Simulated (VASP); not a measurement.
# CsH: single point with LDA

CsH:

```xyz
2
Lattice="0.0000 2.9330 3.0605 2.9330 0.0000 3.0605 2.9330 2.9330 0.0000" Properties=species:S:1:pos:R:3 pbc="T T T"
Cs    0.0000    0.0000    0.0000
H     2.9330    2.9330    3.0605
```

This cell differs from its parent crystal: strain -0.080 along x and y, -0.040 along z.

```yaml
Program: VASP 6.6.1
Task: single point
Functional: LDA
Potentials_or_basis: VASP PAW LDA potentials, release 64 (Cs_sv, H)
Cutoff: 520 eV
k_mesh: 8 × 8 × 8
Occupations: gaussian, width 0.05 eV
Spin: no spin polarisation
```

```yaml
Pressure: 1.2 GPa
Band_gap_on_the_k_mesh: 1.56 eV, direct
```

Stress tensor (GPa, compression positive):
```
 1.77  0.00  0.00
 0.00  1.77  0.00
 0.00  0.00 -0.01
```

Levels at points of the mesh, in eV from the valence-band top:
```tsv
k point	band 1	band 2	band 3	band 4	band 5	band 6	band 7	band 8	band 9	band 10
(0.00, 0.00, 0.00)	-21.70	-7.89	-7.84	-7.84	-2.37	4.70	4.95	4.95	6.04	7.15
(0.50, 0.00, 0.00)	-21.52	-9.38	-8.07	-7.96	0.00	1.56	4.18	4.53	7.59	8.71
(0.50, 0.50, 0.00)	-21.48	-9.17	-8.27	-8.27	-1.94	2.38	5.87	8.87	9.03	9.05
(0.50, 0.00, 0.50)	-21.45	-9.13	-8.41	-8.35	-1.96	2.25	6.30	8.46	8.51	9.11
```

Run time: 26 s on 1 thread of Intel Xeon 6975P-C, on a shared host, peak memory 0.17 GiB.

Caveat: the cell differs from its parent crystal (strain -0.080 along x and y, -0.040 along z); spin-orbit coupling is left out, which moves the levels of the heavy elements. A k mesh can miss the band edges.
